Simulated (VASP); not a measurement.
A run of VASP 6.6.1:

Contents of INCAR:

```
SYSTEM = Hf3H4C2
ALGO     = Normal         ! electronic algorithm
EDIFF    = 1E-6           ! SCF threshold, eV
ENCUT    = 520            ! plane-wave cutoff, eV
GGA      = PE             ! functional
ISIF     = 2              ! what is computed and relaxed
ISMEAR   = 0              ! smearing method
LASPH    = .True.         ! aspherical terms in the spheres
LCHARG   = .False.        ! write CHGCAR
LREAL    = .False.        ! projectors in reciprocal space
LWAVE    = .False.        ! write WAVECAR
NBANDS   = 31             ! bands
NELM     = 100            ! most SCF steps
PREC     = Accurate       ! precision mode
SIGMA    = 0.1            ! smearing width, eV
```

File KPOINTS:

```
k-points
0
Gamma
  3 3 6
  0 0 0
```

Contents of POSCAR:

```
Hf3H4C2
1.0
    6.5606869900      0.0000000000      0.0000000000
   -3.2803435000      5.6817216000      0.0000000000
    0.0000000000      0.0000000000      2.9940506900
Hf H C
3 4 2
Direct
    0.9607892600      0.5828689300      0.5000000000
    0.4171310700      0.3779203300      0.5000000000
    0.6220796700      0.0392107400      0.5000000000
    0.7428031600      0.7445530300      0.0000000000
    0.2554469700      0.9982501300      0.0000000000
    0.0017498700      0.2571968400      0.0000000000
    0.3333333300      0.6666666700      0.0000000000
    0.0000000000      0.0000000000      0.5000000000
    0.6666666700      0.3333333300      0.0000000000
```

Potentials or basis: VASP PAW PBE potentials, release 64 (Hf_pv, H, C).

Launch:

```console
$ cat potpaw_PBE.64/Hf_pv/POTCAR potpaw_PBE.64/H/POTCAR potpaw_PBE.64/C/POTCAR > POTCAR
$ mpirun -np 1 vasp_std > vasp.out
```

Hardware: 1 thread of Intel(R) Xeon(R) Platinum 8259CL CPU @ 2.50GHz (Skylake/Cascade Lake), with other jobs on the host.

Problem. How long does it take, and how much memory?

Solution. Wall time 45 s on 1 thread of Intel(R) Xeon(R) Platinum 8259CL CPU @ 2.50GHz (Skylake/Cascade Lake) (shared host), peak memory 0.24 GiB. Counts: scf iterations 15, k points 12.
